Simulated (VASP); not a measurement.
Write the native input for VASP 6.6.1 that does the following.

* Task: relaxation of cell and atoms
* Functional: PBE
* Potentials or basis: VASP PAW PBE potentials, release 64 (Cd, Se)
* Cutoff: 600 eV
* k mesh: 6 × 6 × 6
* Occupations: fermi-dirac, width 0.1 eV
* Spin: no spin polarisation
* Target pressure: 2 GPa
* Dipole correction: no
* Further INCAR settings: ALGO = Normal; EDIFF = 1e-06; IBRION = 2; EDIFFG = -0.01; NSW = 80; ISIF = 3

The structure of CdSe lies in POSCAR:

```
CdSe
1.0
    0.0000000000      3.0702712000      3.0702712000
    3.0702712000      0.0000000000      3.0702712000
    3.0702712000      3.0702712000      0.0000000000
Cd Se
1 1
Direct
    0.0000000000      0.0000000000      0.0000000000
    0.7500000000      0.7500000000      0.7500000000
```

These files were run (other wordings do the same):

INCAR

```
SYSTEM = CdSe
ALGO = Normal
EDIFF = 1E-6
EDIFFG = -0.01
ENCUT = 600
GGA = PE
IBRION = 2
ISIF = 3
ISMEAR = -1
LASPH = .TRUE.
LCHARG = .FALSE.
LREAL = .FALSE.
LWAVE = .FALSE.
NELM = 100
NSW = 80
PREC = Accurate
PSTRESS = 20.0
SIGMA = 0.1
```

KPOINTS

```
k-points
0
G
  6 6 6
  0 0 0
```

Potentials or basis: VASP PAW PBE potentials, release 64 (Cd, Se).

Command:

```sh
$ cat potpaw_PBE.64/Cd/POTCAR potpaw_PBE.64/Se/POTCAR > POTCAR
$ mpirun -np 1 vasp_std > vasp.out
```

Results of the run:

```yaml
Relaxed_volume: 28.69 Å³/atom
Relaxed_cell: a = 4.329 Å, b = 4.329 Å, c = 4.329 Å, α = 60.00°, β = 60.00°, γ = 60.00°
Space_group_after_relaxing_to_0.05_Å: F-43m (No. 216)
Energy_change_on_relaxing_the_enthalpy_is_what_falls: +2.8 meV/atom
Ionic_steps: 3
Pressure_after_relaxing: 2.0 GPa
Band_gap_on_the_k_mesh: 0.57 eV, direct
```

Caveat: the cell is relaxed towards a set pressure, so the enthalpy falls and the energy may rise.

Wall time 14 s on 1 thread of Intel(R) Xeon(R) 6975P-C (Granite Rapids), with other jobs on the host, peak memory 0.22 GiB.
